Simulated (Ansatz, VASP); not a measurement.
## BaTiO3 in VASP and in Ansatz

File INCAR:

```
PREC = Accurate ; ENCUT = 520
EDIFF = 1E-6 ; ISMEAR = -1
SIGMA = 0.03 ; LREAL = F
LASPH = T ; NELM = 100
ALGO = Normal ; ISIF = 2
LWAVE = F ; LCHARG = F
GGA = PE ; NBANDS = 28
```

KPOINTS

```
regular mesh
0
Gamma
  7 7 7
```

Contents of POSCAR:

```
BaTiO3
1.0
    3.9998000000      0.0000000000      0.0000000000
    0.0000000000      3.9998000000      0.0000000000
    0.0000000000      0.0000000000      4.1385400000
Ba Ti O
1 1 3
Direct
    0.0000000000      0.0000000000      0.0000000000
    0.5000000000      0.5000000000      0.5000000000
    0.5000000000      0.5000000000      0.0000000000
    0.5000000000      0.0000000000      0.5000000000
    0.0000000000      0.5000000000      0.5000000000
```

Input for Ansatz:

```yaml
crystal:
  lattice:
    - [3.9998, 0.0, 0.0]
    - [0.0, 3.9998, 0.0]
    - [0.0, 0.0, 4.13854]
  atoms:
    - { symbol: Ba, position: [0.0, 0.0, 0.0] }
    - { symbol: Ti, position: [0.5, 0.5, 0.5] }
    - { symbol: O, position: [0.5, 0.5, 0.0] }
    - { symbol: O, position: [0.5, 0.0, 0.5] }
    - { symbol: O, position: [0.0, 0.5, 0.5] }
kpoints:
  mp_grid: { grid: [7, 7, 7] }
  band_path:
    path:
      - [0.0, 0.0, 0.0]
      - [0.0, 0.5, 0.0]
      - [0.5, 0.5, 0.0]
      - [0.0, 0.0, 0.0]
      - [0.0, 0.0, 0.5]
      - [0.0, 0.5, 0.5]
      - [0.5, 0.5, 0.5]
      - [0.0, 0.0, 0.5]
      - [0.0, 0.5, 0.0]
    npoints: 5
scf:
  occupations: { method: fermi_dirac, width: 0.03 }
hamiltonian:
  xc: pbe
  pseudopotentials: { kind: all_electron, lapw: { basis_error: 0.001 } }
output:
  forces: true
  stress: true
  eigenvalues: true
```

Change from the starting cell: zz strain of +3 %.

Alike in both runs: task single point; functional PBE; k mesh 7 × 7 × 7; occupations fermi-dirac, width 0.03 eV; no spin polarisation.

|  | VASP | Ansatz |
| --- | --- | --- |
| version | VASP 6.6.1 | Ansatz 0.2.0 |
| potentials or method | VASP PAW PBE potentials, release 64 (Ba_sv, Ti_sv, O), cutoff 520 eV | all-electron LAPW, scalar-relativistic |

Ansatz gave:

| Quantity | Value |
| --- | --- |
| gap on the k mesh at the Fermi level (eV) | 1.76 |
| pressure (GPa) | -2.8 |
| traceless stress, the component that is largest in VASP (GPa) | -3.53 |

**Question.** What did VASP give for the same quantities?

**Answer.** gap on the k mesh at the Fermi level (eV): 1.71; pressure (GPa): -1.2; traceless stress, the component that is largest in VASP (GPa): -3.68.

Ansatz ran all-electron here, and VASP with PAW potentials.

Neither program's run includes spin-orbit coupling.
